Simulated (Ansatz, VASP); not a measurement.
# Two plane-wave programs on AlNi

File INCAR:

```
SYSTEM = AlNi
PREC = Accurate
ENCUT = 520
EDIFF = 1E-6
ISMEAR = 0
SIGMA = 0.15
LREAL = .FALSE.
LASPH = .TRUE.
NELM = 60
ALGO = Fast
ISIF = 2
LWAVE = .FALSE.
LCHARG = .TRUE.
GGA = PS
LELF = .TRUE.
LVHAR = .TRUE.
NBANDS = 14
```

The input KPOINTS:

```
regular mesh
0
G
  16 16 16
  0 0 0
```

Contents of POSCAR:

```
AlNi
1.0
    2.7657600000      0.0000000000      0.0000000000
    0.0000000000      2.7657600000      0.0000000000
    0.0000000000      0.0000000000      2.9962400000
Al Ni
1 1
Direct
    0.0000000000      0.0000000000      0.0000000000
    0.5000000000      0.5000000000      0.5000000000
```

Input for Ansatz:

```yaml
crystal:
  lattice:
    - [2.76576, 0.0, 0.0]
    - [0.0, 2.76576, 0.0]
    - [0.0, 0.0, 2.99624]
  atoms:
    - { symbol: Al, position: [0.0, 0.0, 0.0] }
    - { symbol: Ni, position: [0.5, 0.5, 0.5] }
basis:
  ecutwfc: 420
kpoints:
  mp_grid: { grid: [16, 16, 16] }
hamiltonian:
  xc: pbesol
scf:
  occupations: { method: gaussian, width: 0.15 }
output:
  forces: true
  stress: true
  eigenvalues: true
```

Change from the starting cell: strain -0.040 along x and y, +0.040 along z, atoms carried along.

Alike in both runs: task single point; functional PBEsol; k mesh 16 × 16 × 16; occupations gaussian, width 0.15 eV; no spin polarisation.

```csv
,VASP,Ansatz
version,VASP 6.6.1,Ansatz 0.2.0
potentials or method,"VASP PAW PBE potentials, release 64 (Al, Ni), cutoff 520 eV","scalar-relativistic, plane waves, PAW"
valence electrons in the cell,13,21
```

|  | VASP | Ansatz | Ansatz less VASP |
| --- | --- | --- | --- |
| gap on the k mesh at the Fermi level (eV) | none | none | - |
| pressure (GPa) | 4.5 | 4.5 | +0.01 |
| traceless stress, the component that is largest in VASP (GPa) | -3.63 | -3.52 | +0.113 |

VASP's potentials were made for PBE, not for PBEsol. A gap of «none» marks a metal or a gap that the smearing closes. VASP's potentials hold 13 valence electrons a cell and Ansatz's 21, so a difference there can come from the potentials and not from the codes.
